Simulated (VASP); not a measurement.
Here is a VASP 6.6.1 calculation.

File INCAR:

```
SYSTEM = PbSe
PREC = Accurate
ENCUT = 520
EDIFF = 1E-7
ISMEAR = 0
SIGMA = 0.1
LREAL = .FALSE.
LASPH = .TRUE.
NELM = 60
ALGO = Normal
ISIF = 2
LWAVE = .FALSE.
LCHARG = .TRUE.
GGA = PS
LELF = .TRUE.
LVHAR = .TRUE.
NBANDS = 17
```

The input KPOINTS:

```
regular mesh
0
G
  12 12 12
  0 0 0
```

Contents of POSCAR:

```
PbSe
1.0
    0.0000000000      2.9924978642      2.9924978642
    2.9924978642      0.0000000000      2.9924978642
    2.9924978642      2.9924978642      0.0000000000
Se Pb
1 1
Direct
    0.5000000000      0.5000000000      0.5000000000
    0.0000000000      0.0000000000      0.0000000000
```

Potentials or basis: VASP PAW PBE potentials, release 64 (Se, Pb_d).

The run is started by

```console
$ cat potpaw_PBE.64/Se/POTCAR potpaw_PBE.64/Pb_d/POTCAR > POTCAR
$ mpirun -np 1 vasp_std > vasp.out
```

Task: Estimate the pressure.

Result: 3.6 GPa.

Task: What does it give for the band gap on the k mesh?

Result: 0.05 eV, direct.

Caveat: the cell differs from its parent crystal (Te replaced by Se, lengths x 0.962, strained); the PAW data sets were made with another functional, which shifts forces and pressure a little; spin-orbit coupling is left out, which moves the levels of the heavy elements. A k mesh can miss the band edges.
